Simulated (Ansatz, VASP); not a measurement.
**One calculation of HgTe, two programs**

```
CELL_PARAMETERS angstrom
0.00000 2.92150 2.83385
2.92150 0.00000 2.83385
2.92150 2.92150 0.00000
ATOMIC_POSITIONS crystal
Hg 0.00000 0.00000 0.00000
Te 0.50000 0.50000 0.50000
```

Change from the starting cell: zz strain of -3 %, PAW files.

Alike in both runs: task electric field gradients; functional LDA; k mesh 10 × 10 × 10; occupations fermi-dirac, width 0.08 eV; no spin polarisation.

|  | VASP | Ansatz |
| --- | --- | --- |
| version | VASP 6.6.1 | Ansatz 0.2.0 |
| potentials or method | VASP PAW LDA potentials, release 64 (Hg, Te) | PAW with Ansatz's default frozen-core files, scalar-relativistic |
| plane-wave cutoff (eV) | 400 | 420 |
| valence electrons in the cell | 18 | 36 |

Ansatz gave:

```
pressure (GPa)                                                : 6.9
traceless stress, the component that is largest in VASP (GPa) : 3.13
size of Vzz on the site where it differs most (V/Å²)          : 42.9
```

Task: Estimate VASP's values.

Result: Pressure (GPa): 7.5; traceless stress, the component that is largest in VASP (GPa): 3.26; size of Vzz on the site where it differs most (V/Å²): 64.7.

LDA's correlation is that of Perdew and Zunger in VASP and of Perdew and Wang (1992) in Ansatz. VASP's potentials hold 18 valence electrons a cell and Ansatz's 36, so a difference there can come from the potentials and not from the codes.

Neither program's run includes spin-orbit coupling.
